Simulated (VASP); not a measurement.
CaH:

```
CELL_PARAMETERS angstrom
5.19841 0.00000 0.00000
-2.59921 4.50196 0.00000
0.00000 0.00000 4.19417
ATOMIC_POSITIONS crystal
Ca 0.50000 0.00000 0.00000
Ca 0.50000 0.50000 0.00000
Ca 0.00000 0.50000 0.00000
H 0.00000 0.00000 0.00000
H 0.33333 0.66667 0.50000
H 0.66667 0.33333 0.50000
```

```yaml
Program: VASP 6.6.1
Task: relaxation of cell and atoms
Functional: PBE
Potentials_or_basis: VASP PAW PBE potentials, release 64 (Ca_sv, H)
Cutoff: 600 eV
k_mesh: 6 × 6 × 4
Occupations: gaussian, width 0.1 eV
Spin: no spin polarisation
```

At the start: pressure 8.9 GPa; volume 16.36 Å³/atom.

Question: Where does the relaxation end?

Answer: Over 7 steps the energy falls by 546.6 meV/atom and the volume is 20.63 Å³/atom (+26.1 %); space group P6/mmm (No. 191, to 0.1 Å) before and after.

Step by step:
| step | energy change (eV) | largest force (eV/Å) | pressure (GPa) | volume (Å³) |
| --- | --- | --- | --- | --- |
| 1 | 0.0000 | 0.0000 | 8.91 | 98.16 |
| 2 | -2.0796 | 0.0000 | 4.25 | 110.78 |
| 3 | -3.2178 | 0.0000 | -0.48 | 127.19 |
| 4 | -3.2432 | 0.0000 | -0.86 | 129.14 |
| 5 | -3.2482 | 0.0000 | -1.00 | 129.99 |
| 6 | -3.2708 | 0.0000 | -0.53 | 126.77 |
| 7 | -3.2796 | 0.0000 | -0.02 | 123.76 |

Final structure:
```
Ca H
1.0
     6.49409    0.00000    0.00000
    -3.24705    5.62405    0.00000
     0.00000    0.00000    3.38858
Ca H
3 3
Direct
  0.50000 0.00000 0.00000
  0.50000 0.50000 0.00000
  0.00000 0.50000 0.00000
  0.00000 0.00000 0.00000
  0.33333 0.66667 0.50000
  0.66667 0.33333 0.50000
```

Caveat: the k points lie up to 0.46 Å⁻¹ apart in the final cell, too coarse for converged energies and pressures of a metal; the volume moved by over 15 % at a fixed basis, so the end points are rough.
